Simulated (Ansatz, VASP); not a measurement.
# One calculation of Si4O, two programs

Contents of INCAR:

```
  PREC = Accurate
  ENCUT = 520
  EDIFF = 1E-6
  ISMEAR = 0
  SIGMA = 0.05
  LREAL = F
  LASPH = T
  NELM = 150
  ALGO = Fast
  ISIF = 2
  LWAVE = F
  LCHARG = F
  ISPIN = 2
  MAGMOM = 0 0 0 0 2
  LORBIT = 11
  LDIPOL = T
  IDIPOL = 3
  DIPOL = 0.5 0.5 0.326
  GGA = PE
  IVDW = 12
  NBANDS = 23
```

File KPOINTS:

```
Automatic mesh
0
Gamma
  7 7 1
```

The input POSCAR:

```
Si4O
1.0
    3.8333442603      0.0000000000      0.0000000000
    0.0000000000      3.8333442603      0.0000000000
    0.0000000000      0.0000000000     21.2034818054
Si O
4 1
Direct
    0.0000000000      0.5000000000      0.1886482624
    0.0000000000      0.0000000000      0.2525666261
    0.5000000000      0.0000000000      0.3191936744
    0.5000000000      0.5000000000      0.3821769405
    1.0000000000      0.7500000000      0.4859334849
```

Input for Ansatz:

```yaml
crystal:
  lattice:
    - [3.8333442603, 0.0, 0.0]
    - [0.0, 3.8333442603, 0.0]
    - [0.0, 0.0, 21.2034818054]
  atoms:
    - { symbol: Si, position: [0.0, 0.5, 0.1886482624] }
    - { symbol: Si, position: [0.0, 0.0, 0.2525666261] }
    - { symbol: Si, position: [0.5, 0.0, 0.3191936744] }
    - { symbol: Si, position: [0.5, 0.5, 0.3821769405] }
    - { symbol: O, position: [1.0, 0.75, 0.4859334849], spin: 2.0 }
basis:
  ecutwfc: 420
kpoints:
  mp_grid: { grid: [7, 7, 1] }
hamiltonian:
  xc: pbe
  pseudopotentials: { kind: paw, azcp: { folder: soft_1 } }
  dispersion: d3bj
scf:
  occupations: { method: gaussian, width: 0.05 }
output:
  forces: true
  eigenvalues: true
  populations: true
magnetization:
  spin_polarized: true
efield:
  axis: 3
  dipole_correction: true
  ramp_width: 0.04
```

Alike in both runs: task single point; functional PBE; dispersion D3(BJ); k mesh 7 × 7 × 1; occupations gaussian, width 0.05 eV; collinear spin.

|  | VASP | Ansatz |
| --- | --- | --- |
| version | VASP 6.6.1 | Ansatz 0.2.0 |
| potentials or method | VASP PAW PBE potentials, release 64 (Si, O), cutoff 520 eV | scalar-relativistic, plane waves, PAW |
| valence electrons in the cell | 22 | 22 |

|  | VASP | Ansatz | Ansatz less VASP |
| --- | --- | --- | --- |
| gap on the k mesh at the Fermi level (eV) | none | none | - |
| rms of the force components (eV/Å) | 0.518 | 0.519 | +0.0017 |
| net moment per atom (μB) | 0.28 | 0.28 | -0.001 |
| size of the moment on the site where the two differ most (μB) | 1.25 | 1.54 | +0.295 |

Site moments also hang on the region over which each program counts them. Atom by atom the forces differ by 0.002 eV/Å (rms over components). A gap of «none» marks a metal or a gap that the smearing closes.
